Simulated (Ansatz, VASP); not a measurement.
This is a calculation of EuS for VASP 6.6.1.

Contents of INCAR:

```
PREC     = Accurate       # precision mode
ENCUT    = 600            # plane-wave cutoff, eV
EDIFF    = 1E-6           # SCF threshold, eV
ISMEAR   = -1             # smearing method
SIGMA    = 0.05           # smearing width, eV
LREAL    = F              # projectors in reciprocal space
LASPH    = T              # aspherical terms in the spheres
NELM     = 200            # most SCF steps
ALGO     = Normal         # electronic algorithm
ISIF     = 2              # what is computed and relaxed
LWAVE    = F              # write WAVECAR
LCHARG   = F              # write CHGCAR
ISPIN    = 2              # spin polarisation
MAGMOM   = 7 0            # initial moments
LORBIT   = 11             # projections on sites
LMAXMIX  = 6              # l up to which the mixer works
GGA      = PS             # functional
NBANDS   = 22             # bands
GGA_COMPAT= F
```

KPOINTS

```
Automatic mesh
0
Gamma
  8 8 8
```

Contents of POSCAR:

```
EuS
1.0
    0.0000000000      2.9785000000      2.9785000000
    2.9785000000      0.0000000000      2.9785000000
    2.9785000000      2.9785000000      0.0000000000
Eu S
1 1
Direct
    0.0000000000      0.0000000000      0.0000000000
    0.5000000000      0.5000000000      0.5000000000
```

Potentials or basis: VASP PAW PBE potentials, release 64 (Eu, S).

Launch:

```console
$ cat potpaw_PBE.64/Eu/POTCAR potpaw_PBE.64/S/POTCAR > POTCAR
$ mpirun -np 1 vasp_std > vasp.out
```

Problem. Translate it to Ansatz 0.2.0. Potentials there: all-electron LAPW, scalar-relativistic.

Solution. As run (the cutoff follows the program's own potentials):

File input.yaml:

```yaml
crystal:
  lattice:
    - [0.0, 2.9785, 2.9785]
    - [2.9785, 0.0, 2.9785]
    - [2.9785, 2.9785, 0.0]
  atoms:
    - { symbol: Eu, position: [0.0, 0.0, 0.0], spin: 7.0 }
    - { symbol: S, position: [0.5, 0.5, 0.5] }
kpoints:
  mp_grid: { grid: [8, 8, 8] }
scf:
  occupations: { method: fermi_dirac, width: 0.05 }
hamiltonian:
  xc: pbesol
  pseudopotentials: { kind: all_electron, lapw: { basis_error: 0.001 } }
magnetization:
  spin_polarized: true
output:
  forces: true
  stress: true
  eigenvalues: true
  populations: true
```

Potentials or basis: all-electron LAPW, scalar-relativistic.

Run with:

```sh
$ ansatz run input.yaml --threads 2 --pin off --max-ram 6144MiB --backend cpu --events-out ev --progress --plain --runs-dir out
```

Both were run:

|  | VASP | Ansatz | Ansatz less VASP |
| --- | --- | --- | --- |
| gap on the k mesh at the Fermi level (eV) | none | none | - |
| pressure (GPa) | -5.7 | -5.4 | +0.37 |
| net moment per atom (μB) | 3.49 | 3.49 | +0.003 |
| size of the moment on the site where the two differ most (μB) | 6.59 | 6.91 | +0.318 |

VASP's potentials were made for PBE, not for PBEsol. Site moments also hang on the region over which each program counts them. A gap of «none» marks a metal or a gap that the smearing closes. Ansatz ran all-electron here, and VASP with PAW potentials.

Spin-orbit coupling is off throughout. Noted on Ansatz's run: the open f shell may have settled in a state that isn't the lowest.
